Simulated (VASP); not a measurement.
# Se (P3_221) in VASP: electric field gradients with LDA

Aim: the electric field gradients of Se with LDA.

All numbers are computed with VASP 6.6.1; they aren't measurements. Logs are shortened: lines on timing, memory, paths and dates and some standing lists are left out, and cuts for length are marked.

## (1) The cell of the first run

The structure is trigonal, space group P3_221 (No. 154). The conventional cell has a = 3.946 Å, b = 3.946 Å, c = 5.120 Å, α = 90.00°, β = 90.00°, γ = 120.00°. Se (site symmetry 2) has 6 Se at 2.44 to 3.10 Å within 3.2 Å.

## (2) Electric field gradients, LDA

Input file INCAR:

```
PREC = Accurate
ENCUT = 520
EDIFF = 1E-8
ISMEAR = 0
SIGMA = 0.01
LREAL = F
LASPH = T
NELM = 100
ALGO = Normal
ISIF = 2
LWAVE = F
LCHARG = F
LEFG = T
NBANDS = 16
```

Input file KPOINTS:

```
regular mesh
0
Gamma
  12 12 8
```

Input file POSCAR:

```
Se
1.0
    3.9459353365      0.0000000000      0.0000000000
   -1.9729676683      3.4172802431      0.0000000000
    0.0000000000      0.0000000000      5.1203067058
Se
3
Direct
    0.2554982491      0.0000000000      0.1666666667
    0.0000000000      0.2554982491      0.8333333333
    0.7445017509      0.7445017509      0.5000000000
```

Potentials or basis: VASP PAW LDA potentials, release 64 (Se).

On the command line:

```console
$ cat potpaw_LDA.64/Se/POTCAR > POTCAR
$ mpirun -np 1 vasp_std > vasp.out
```

OUTCAR:

```text
PREC = Accurate
   ENCUT = 520
   EDIFF = 1E-8
   ISMEAR = 0
   LREAL = F
   LASPH = T
   NELM = 100
   ISIF = 2

 ion  position               nearest neighbor table
   1  0.255  0.000  0.167-   3 2.44   2 2.44
   2  0.000  0.255  0.833-   3 2.44   1 2.44
   3  0.745  0.745  0.500-   1 2.44   2 2.44

  LATTYP: Found a hexagonal cell.
 ALAT       =     3.9459353365
 C/A-ratio  =     1.2976154623

  Lattice vectors:

 A1 = (   3.9459353365,   0.0000000000,   0.0000000000)
 A2 = (  -1.9729676683,   3.4172802431,   0.0000000000)
 A3 = (   0.0000000000,   0.0000000000,   5.1203067058)

Analysis of symmetry for initial positions (statically):
=====================================================================
 Subroutine PRICEL returns:
 Original cell was already a primitive cell.

 Routine SETGRP: Setting up the symmetry group for a
 hexagonal supercell.

 Subroutine GETGRP returns: Found  6 space group operations
 (whereof  2 operations were pure point group operations)
 out of a pool of 24 trial point group operations.

The static configuration has the point symmetry C_2 .
 The point group associated with its full space group is D_3 .

Analysis of symmetry for dynamics (positions and initial velocities):
=====================================================================
 Subroutine PRICEL returns:
 Original cell was already a primitive cell.

 Routine SETGRP: Setting up the symmetry group for a
 hexagonal supercell.

 Subroutine GETGRP returns: Found  6 space group operations
 (whereof  2 operations were pure point group operations)
 out of a pool of 24 trial point group operations.

The dynamic configuration has the point symmetry C_2 .
 The point group associated with its full space group is D_3 .

 Subroutine INISYM returns: Found  6 space group operations
 (whereof  2 operations are pure point group operations),
 and found     1 'primitive' translations

----------------------------------------------------------------------------------------

                                     Primitive cell

  volume of cell :      69.0441

  direct lattice vectors                    reciprocal lattice vectors
     3.945935336  0.000000000  0.000000000     0.253425339  0.146315188  0.000000000
    -1.972967668  3.417280243  0.000000000     0.000000000  0.292630375  0.000000000
     0.000000000  0.000000000  5.120306706     0.000000000  0.000000000  0.195300801

  length of vectors
     3.945935336  3.945935337  5.120306706     0.292630375  0.292630375  0.195300801

  position of ions in fractional coordinates (direct lattice)
     0.255498249  0.000000000  0.166666667
     0.000000000  0.255498249  0.833333333
     0.744501751  0.744501751  0.500000000

  ion indices of the primitive-cell ions
   primitive index   ion index
                 1           1
                 2           2
                 3           3

----------------------------------------------------------------------------------------

 KPOINTS: regular mesh

Automatic generation of k-mesh.
 Grid dimensions read from file:
 generate k-points for:   12   12    8

 Generating k-lattice:

  Cartesian coordinates                     Fractional coordinates (reciprocal lattice)
     0.021118778  0.012192932  0.000000000     0.083333333 -0.000000000  0.000000000
     0.000000000  0.024385865  0.000000000     0.000000000  0.083333333  0.000000000
     0.000000000  0.000000000  0.024412600     0.000000000  0.000000000  0.125000000

  Length of vectors
     0.024385865  0.024385865  0.024412600

  Shift w.r.t. Gamma in fractional coordinates (k-lattice)
     0.000000000  0.000000000  0.000000000

 Subroutine IBZKPT returns following result:
 ===========================================

 Found    131 irreducible k-points:

 Following reciprocal coordinates:
            Coordinates               Weight
  0.000000  0.000000  0.000000      1.000000
  0.083333  0.000000  0.000000      6.000000
  0.166667  0.000000  0.000000      6.000000
  0.250000  0.000000  0.000000      6.000000
  0.333333  0.000000  0.000000      6.000000
  0.416667  0.000000  0.000000      6.000000
[... 16 lines left out ...]
  0.166667  0.000000  0.125000      6.000000
  0.000000  0.166667  0.125000      6.000000
 [... further k-points ...]
   k-points           NKPTS =    131   k-points in BZ     NKDIM =    131   number of bands    NBANDS=     16
   number of dos      NEDOS =    301   number of ions     NIONS =      3
   total plane-waves  NPLWV =  36000
   dimension x,y,z NGX =    30 NGY =   30 NGZ =   40
   dimension x,y,z NGXF=    60 NGYF=   60 NGZF=   80
   ions per type =               3
   NGX,Y,Z   is equivalent  to a cutoff of  12.64, 12.64, 12.99 a.u.
   NGXF,Y,Z  is equivalent  to a cutoff of  25.28, 25.28, 25.97 a.u.
 SYSTEM =  unknown system
   PREC   = accura    normal or accurate (medium, high low for compatibility)
   ISTART =      0    job   : 0-new  1-cont  2-samecut
   ICHARG =      2    charge: 1-file 2-atom 10-const
   ISPIN  =      1    spin polarized calculation?
   LNONCOLLINEAR =      F non collinear calculations
   LSORBIT =      F    spin-orbit coupling
   LASPH  =      T    aspherical Exc in radial PAW
   ENCUT  =  520.0 eV  38.22 Ry    6.18 a.u.   7.34  7.34  9.52*2*pi/ulx,y,z
   NELM   =    100;   NELMIN=  2; NELMDL= -5     # of ELM steps
   EDIFF  = 0.1E-07   stopping-criterion for ELM
   LREAL  =      F    real-space projection
   EDIFFG = 0.1E-06   stopping-criterion for IOM
   NSW    =      0    number of steps for IOM
   IBRION =     -1    ionic relax: 0-MD 1-quasi-New 2-CG
   NFREE  =      0    steps in history (QN), initial steepest desc. (CG)
   ISIF   =      2    stress and relaxation
   ISYM   =      2    0-nonsym 1-usesym 2-fastsym
   POTIM  = 0.5000    time-step for ionic-motion
   TEBEG  =    0.0;   TEEND  =   0.0 temperature during run
   PSTRESS=    0.0 pullay stress
   NELECT =      18.0000    total number of electrons
   NUPDOWN=      -1.0000    fix difference up-down
   EMIN   =  10.00;   EMAX   =-10.00  energy-range for DOS
   EFERMI =   0.00;   METHOD = LEGACY
   ISMEAR =     0;   SIGMA  =   0.01  broadening in eV -4-tet -1-fermi 0-gaus
   EFERMI_NEDOS =   21; number of points for ismear=-14 and -15
   IALGO  =     38    algorithm
   IMIX   =      4    mixing-type and parameters
     AMIX     =   0.40;   BMIX     =  1.00
     AMIX_MAG =   1.60;   BMIX_MAG =  1.00
  volume/ion in A,a.u.               =      23.01       155.31
  Fermi-wavevector in a.u.,A,eV,Ry     =   1.045820  1.976313 14.881221  1.093739
  Thomas-Fermi vector in A             =   2.180632
   LORBIT       =      0    0 simple, 1 ext, 2 COOP (PROOUT), +10 PAW based schemes
   GGA     = CA    functional components
   LHFCALC =     F    Hartree Fock is set to
   AEXX    =    0.0000 exact exchange contribution
   IVDW    =     0    specifies the selected vdW correction
   LEPSILON=     F    determine dielectric tensor
   LRPA    =     F    only Hartree local field effects (RPA)
 non-spin polarized calculation
 Gauss-broadening in eV      SIGMA  =   0.01
  energy-cutoff  :      520.00
  volume of cell :       69.04
 maximum number of plane-waves:      1892
 NGX is ok and might be reduce to    30
   NGX = 15   NGY = 15   NGZ = 19

 number of electron      18.0000000 magnetization

 Free energy of the ion-electron system (eV)
  ---------------------------------------------------
  ext. energy  EPLUGINS =         0.00000000
  ---------------------------------------------------
  free energy    TOTEN  =       -12.47795996 eV

  energy without entropy =      -12.47795996  energy(sigma->0) =      -12.47795996

 E-fermi :   4.5010     XC(G=0): -10.0131

 val. band max:        4.4610690253   @ k =   0.3333   0.3333   0.5000
 cond. band min:       4.7354864848   @ k =   0.3333   0.3333   0.5000
 fundamental gap:      0.2744174594
 Fermi energy:         4.5010056525

 k-point     1 :       0.0000    0.0000    0.0000
  band No.  band energies     occupation
      1     -11.9173      2.00000
      2      -7.7120      2.00000
      3      -7.7120      2.00000
      4       0.6866      2.00000
      5       1.0232      2.00000
      6       1.0232      2.00000
[... 433 lines left out ...]
      3      -6.9496      2.00000
      4      -0.4334      2.00000
      5       0.4268      2.00000
      6       0.8162      2.00000
[... 8 lines left out ...]
     15      11.9858      0.00000
     16      12.3319      0.00000

 [... further k-points ...]

------------------------ aborting loop because EDIFF is reached ----------------------------------------

  FORCE on cell =-STRESS in cart. coord.  units (eV):
  Direction    XX          YY          ZZ          XY          YZ          ZX
  --------------------------------------------------------------------------------------
  -------------------------------------------------------------------------------------
  Total        0.0784773      0.0784773      0.1404064     -0.0000000     -0.0000000      0.0000000
  in kB        1.8210757      1.8210757      3.2581484     -0.0000000     -0.0000000      0.0000000
  external PRESSURE =       2.3000999 kB  Pullay stress =       0.0000000 kB

 VOLUME and BASIS-vectors are now :
 -----------------------------------------------------------------------------
  energy-cutoff  :      520.00
  volume of cell :       69.04
      direct lattice vectors                 reciprocal lattice vectors
     3.945935336  0.000000000  0.000000000     0.253425339  0.146315188  0.000000000
    -1.972967668  3.417280243  0.000000000     0.000000000  0.292630375  0.000000000
     0.000000000  0.000000000  5.120306706     0.000000000  0.000000000  0.195300801

 POSITION                                       TOTAL-FORCE (eV/Angst)
 -----------------------------------------------------------------------------------
      1.00818      0.00000      0.85338         0.033952     -0.000000     -0.000000
     -0.50409      0.87311      4.26692        -0.016976      0.029403      0.000000
      1.46888      2.54417      2.56015        -0.016976     -0.029403      0.000000
 -----------------------------------------------------------------------------------
    total drift:                               -0.000000     -0.000000      0.000000

  FREE ENERGIE OF THE ION-ELECTRON SYSTEM (eV)
  ---------------------------------------------------
  free  energy   TOTEN  =       -12.4779599636 eV

  energy  without entropy=      -12.4779599636  energy(sigma->0) =      -12.47795996

 Electric field gradients (V/A^2)
---------------------------------------------------------------------
 ion       V_xx      V_yy      V_zz      V_xy      V_xz      V_yz
---------------------------------------------------------------------
   1     138.250  -295.717   157.467    -0.000    -0.000  -264.172
   2    -187.225    29.758   157.467  -187.914   228.780   132.086
   3    -187.225    29.759   157.466   187.913  -228.780   132.086
---------------------------------------------------------------------

 Electric field gradients after diagonalization (V/A^2)
 (convention: |V_zz| > |V_xx| > |V_yy|)
----------------------------------------------------------------------
 ion       V_xx      V_yy      V_zz     asymmetry (V_yy - V_xx)/ V_zz
----------------------------------------------------------------------
   1     278.913   138.250  -417.164       0.337
   2     278.913   138.250  -417.164       0.337
   3     278.913   138.251  -417.164       0.337
----------------------------------------------------------------------

           NMR quadrupolar parameters

 Cq : quadrupolar parameter    Cq=e*Q*V_zz/h
 eta: asymmetry parameters     (V_yy - V_xx)/ V_zz
 Q  : nuclear electric quadrupole moment in mb (millibarn)
----------------------------------------------------------------------
 ion       Cq(MHz)       eta       Q (mb)
----------------------------------------------------------------------
   1      -1.009       0.337       1.000
   2      -1.009       0.337       1.000
   3      -1.009       0.337       1.000
----------------------------------------------------------------------
```

Wall time 2 min (1 thread of Intel Xeon Platinum 8375C at 2.90GHz (Ice Lake), shared host); peak memory 0.23 GiB.

What came out:

```
Free energy            : -12.4780 eV
Pressure               : 0.2 GPa
Largest force          : 0.034 eV/Å
Band gap on the k mesh : 0.27 eV, direct
```

Forces in eV/Å, atoms in the order of the input:
```
Se   0.034  0.000  0.000
Se  -0.017  0.029  0.000
Se  -0.017 -0.029  0.000
```

Stress tensor (GPa, compression positive):
```
0.18 0.00 0.00
0.00 0.18 0.00
0.00 0.00 0.33
```

Levels at points of the mesh, in eV from the valence-band top:
| k point | band 5 | band 6 | band 7 | band 8 | band 9 | band 10 | band 11 | band 12 | band 13 | band 14 |
| --- | --- | --- | --- | --- | --- | --- | --- | --- | --- | --- |
| (0.00, 0.00, 0.00) | -3.44 | -3.44 | -1.99 | -1.99 | -0.71 | 1.31 | 1.31 | 1.99 | 6.17 | 6.17 |
| (0.50, 0.00, 0.00) | -5.29 | -4.13 | -4.03 | -1.47 | -1.02 | 1.22 | 1.40 | 3.90 | 4.35 | 8.74 |
| (0.00, 0.00, 0.50) | -3.19 | -3.19 | -1.53 | -1.35 | -1.35 | 0.72 | 0.72 | 0.73 | 5.24 | 6.78 |
| (0.50, 0.00, 0.50) | -4.52 | -4.43 | -2.77 | -2.28 | -0.19 | 1.09 | 2.37 | 2.99 | 5.72 | 6.95 |

Electric field gradients, principal values (V/Å²):
```csv
atom,least,middle,greatest (by size)
1 Se,138.250,278.913,-417.164
2 Se,138.250,278.913,-417.164
3 Se,138.251,278.913,-417.164
```

Caveat: without QUAD_EFG the Cq values of the log hold for a quadrupole moment of 1 mb, not for the nuclei.
